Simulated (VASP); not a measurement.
A run of VASP 6.6.1 is set up as follows.

File INCAR:

```
  PREC = Accurate
  ENCUT = 520
  EDIFF = 1E-7
  ISMEAR = 0
  SIGMA = 0.05
  LREAL = F
  LASPH = T
  NELM = 60
  ALGO = Normal
  ISIF = 2
  LWAVE = F
  LCHARG = T
  GGA = PE
  LELF = T
  LVHAR = T
  NBANDS = 15
```

Contents of KPOINTS:

```
regular mesh
0
Gamma
  8 8 8
```

Contents of POSCAR:

```
KF
1.0
   -0.0288855883      2.6961699128      2.6961699128
    2.6961699128     -0.0288855883      2.6961699128
    2.6961699128      2.6961699128     -0.0288855883
K F
1 1
Direct
    0.0000000000      0.0000000000      0.0000000000
    0.5000000000      0.5000000000      0.5000000000
```

Potentials or basis: VASP PAW PBE potentials, release 64 (K_sv, F).

Run with:

```bash
$ cat potpaw_PBE.64/K_sv/POTCAR potpaw_PBE.64/F/POTCAR > POTCAR
$ mpirun -np 1 vasp_std > vasp.out
```

**Question.** What does it give for the pressure?

**Answer.** 0.0 GPa.

**Question.** What does it give for the band gap on the k mesh?

**Answer.** 5.93 eV.

Stress tensor (GPa, compression positive):
```
0.00 0.14 0.14
0.14 0.00 0.14
0.14 0.14 0.00
```

A k mesh can miss the band edges.
